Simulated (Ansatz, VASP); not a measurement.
**LaNb4O in VASP and in Ansatz**

File INCAR:

```
PREC = Accurate
ENCUT = 520
EDIFF = 1E-7
ISMEAR = 0
SIGMA = 0.1
LREAL = F
LASPH = T
NELM = 80
ALGO = Normal
ISIF = 2
LWAVE = F
LCHARG = F
GGA = PE
NBANDS = 44
```

Contents of KPOINTS:

```
regular mesh
0
Gamma
  4 4 4
```

The input POSCAR:

```
LaNb4O
1.0
    0.0000000000      3.6117135200      3.6117135200
    3.6117135200      0.0000000000      3.6117135200
    3.6117135200      3.6117135200      0.0000000000
La Nb O
1 4 1
Direct
    0.7500000000      0.7500000000      0.7500000000
    0.3748620500      0.3748620500      0.8754138400
    0.8754138400      0.3748620500      0.3748620500
    0.3748620500      0.3748620500      0.3748620500
    0.3748620500      0.8754138400      0.3748620500
    0.0000000000      0.0000000000      0.0000000000
```

Input for Ansatz:

```yaml
crystal:
  lattice:
    - [0.0, 3.61171352, 3.61171352]
    - [3.61171352, 0.0, 3.61171352]
    - [3.61171352, 3.61171352, 0.0]
  atoms:
    - { symbol: La, position: [0.75, 0.75, 0.75] }
    - { symbol: Nb, position: [0.37486205, 0.37486205, 0.87541384] }
    - { symbol: Nb, position: [0.87541384, 0.37486205, 0.37486205] }
    - { symbol: Nb, position: [0.37486205, 0.37486205, 0.37486205] }
    - { symbol: Nb, position: [0.37486205, 0.87541384, 0.37486205] }
    - { symbol: O, position: [0.0, 0.0, 0.0] }
basis:
  ecutwfc: 420
kpoints:
  mp_grid: { grid: [4, 4, 4] }
hamiltonian:
  xc: pbe
scf:
  occupations: { method: gaussian, width: 0.1 }
  lower_state_search: "off"
output:
  forces: true
  stress: true
  eigenvalues: true
```

Change from the starting cell: species swapped into the TmInCu4 type (F-43m, No. 216).

Alike in both runs: task single point; functional PBE; k mesh 4 × 4 × 4; occupations gaussian, width 0.1 eV; no spin polarisation.

|  | VASP | Ansatz |
| --- | --- | --- |
| version | VASP 6.6.1 | Ansatz 0.2.0 |
| potentials or method | VASP PAW PBE potentials, release 64 (La, Nb_sv, O), cutoff 520 eV | scalar-relativistic, plane waves, PAW |
| valence electrons in the cell | 69 | 69 |

|  | VASP | Ansatz | Ansatz less VASP |
| --- | --- | --- | --- |
| gap on the k mesh at the Fermi level (eV) | none | none | - |
| rms of the force components (eV/Å) | 0.089 | 0.093 | +0.0046 |

Atom by atom the forces differ by 0.005 eV/Å (rms over components). A gap of «none» marks a metal or a gap that the smearing closes.

The k mesh is coarse, so the values compare programs but aren't converged. Spin-orbit coupling is off throughout.
